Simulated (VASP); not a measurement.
Write the native input for VASP 6.6.1 that does the following.

* Task: relaxation of cell and atoms
* Functional: PBEsol
* Potentials or basis: VASP PAW PBE potentials, release 64 (Ti_sv, Al)
* Cutoff: 600 eV
* k mesh: 11 × 11 × 6
* Occupations: fermi-dirac, width 0.05 eV
* Spin: no spin polarisation
* Dipole correction: no
* Further INCAR settings: ALGO = Normal; EDIFF = 1e-06; IBRION = 2; EDIFFG = -0.01; NSW = 60; ISIF = 3

The structure of TiAl lies in POSCAR:

```
TiAl
1.0
    2.8672622327      0.0000000000      0.0000000000
   -1.4336311163      2.4831219328      0.0000000000
    0.0000000000      0.0000000000      4.6780830000
Ti Al
1 1
Direct
    0.0000000000      0.0000000000      0.0000000000
    0.3333333333      0.6666666667      0.5000000000
```

The input as run:

INCAR

```
ALGO     = Normal         # electronic algorithm
EDIFF    = 1E-6           # SCF threshold, eV
EDIFFG   = -0.01          # ionic threshold
ENCUT    = 600            # plane-wave cutoff, eV
GGA      = PS             # functional
IBRION   = 2              # ionic algorithm
ISIF     = 3              # what is computed and relaxed
ISMEAR   = -1             # smearing method
LASPH    = T              # aspherical terms in the spheres
LCHARG   = F              # write CHGCAR
LREAL    = F              # projectors in reciprocal space
LWAVE    = F              # write WAVECAR
NELM     = 100            # most SCF steps
NSW      = 60             # ionic steps
PREC     = Accurate       # precision mode
SIGMA    = 0.05           # smearing width, eV
```

KPOINTS

```
k-points
0
Gamma
  11 11 6
```

Potentials or basis: VASP PAW PBE potentials, release 64 (Ti_sv, Al).

Launch:

```console
$ cat potpaw_PBE.64/Ti_sv/POTCAR potpaw_PBE.64/Al/POTCAR > POTCAR
$ mpirun -np 1 vasp_std > vasp.out
```

Results of the run:

```json
{
  "Relaxed volume": "16.23 Å³/atom",
  "Relaxed cell": "a = 2.850 Å, b = 2.850 Å, c = 4.615 Å, α = 90.00°, β = 90.00°, γ = 120.00°",
  "Space group after relaxing (to 0.05 Å)": "P-6m2 (No. 187)",
  "Energy gained by relaxing": "4.3 meV/atom",
  "Ionic steps": "11",
  "Pressure after relaxing": "0.0 GPa"
}
```

Caveat: the PAW data sets were made with another functional, which shifts forces and pressure a little.

It took 110 s on 1 thread of Intel(R) Xeon(R) Platinum 8375C CPU @ 2.90GHz (Ice Lake), on a shared host, peak memory 0.19 GiB.
